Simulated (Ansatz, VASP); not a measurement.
# TiB2 in VASP and in Ansatz

```
Ti B
1.0
     3.02920    0.00000    0.00000
    -1.51460    2.62336    0.00000
     0.00000    0.00000    3.22840
Ti B
1 2
Direct
  0.00000 0.00000 0.00000
  0.33333 0.66667 0.50000
  0.66667 0.33333 0.50000
```

Alike in both runs: task single point; functional PBE; k mesh 8 × 8 × 7; occupations fermi-dirac, width 0.1 eV; no spin polarisation.

|  | VASP | Ansatz |
| --- | --- | --- |
| version | VASP 6.6.1 | Ansatz 0.2.0 |
| potentials or method | VASP PAW PBE potentials, release 64 (Ti_sv, B), cutoff 500 eV | plane waves, PAW |
| valence electrons in the cell | 18 | 18 |

Ansatz gave:

| Item | Value |
| --- | --- |
| pressure (GPa) | 0.2 |
| traceless stress, the component that is largest in VASP (GPa) | -1.12 |

Q: Estimate VASP's values.

A: Pressure (GPa): 0.4; traceless stress, the component that is largest in VASP (GPa): -1.11.

The functional is the same, so the differences come from potentials, cutoffs and numerics.
